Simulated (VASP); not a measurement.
Set up this calculation in VASP 6.6.1, as the native input.

```yaml
Task: single point
Functional: PBE
Potentials_or_basis: VASP PAW PBE potentials, release 64 (Ti_sv)
Cutoff: 520 eV
k_mesh: 18 × 18 × 10
Occupations: gaussian, width 0.1 eV
Spin: no spin polarisation
Dipole_correction: no
Further_INCAR_settings: ALGO = Fast; EDIFF = 1e-06; NBANDS = 19
```

The structure of Ti lies in POSCAR:

```
Ti
1.0
    2.9500000000      0.0000000000      0.0000000000
   -1.4750000000      2.5547749412      0.0000000000
    0.0000000000      0.0000000000      4.6800000000
Ti
2
Direct
    0.3333333333      0.6666666667      0.2500000000
    0.6666666667      0.3333333333      0.7500000000
```

These files were run (other wordings do the same):

INCAR

```
PREC = Accurate
ENCUT = 520
EDIFF = 1E-6
ISMEAR = 0
SIGMA = 0.1
LREAL = False
LASPH = True
NELM = 80
ALGO = Fast
ISIF = 2
LWAVE = False
LCHARG = True
GGA = PE
LELF = True
LVHAR = True
NBANDS = 19
```

KPOINTS

```
Automatic mesh
0
Gamma
  18 18 10
```

Potentials or basis: VASP PAW PBE potentials, release 64 (Ti_sv).

The run is started by

```bash
$ cat potpaw_PBE.64/Ti_sv/POTCAR > POTCAR
$ mpirun -np 1 vasp_std > vasp.out
```

It gave:

The pressure is -2.1 GPa. The band gap on the k mesh is zero (band 12 reaches 8.94 eV, above the bottom of band 13 at 7.85 eV).

Run time: 3.7 min on 1 thread of AMD EPYC 9R45 96-Core Processor (Zen 5), on a shared host, peak memory 0.21 GiB.
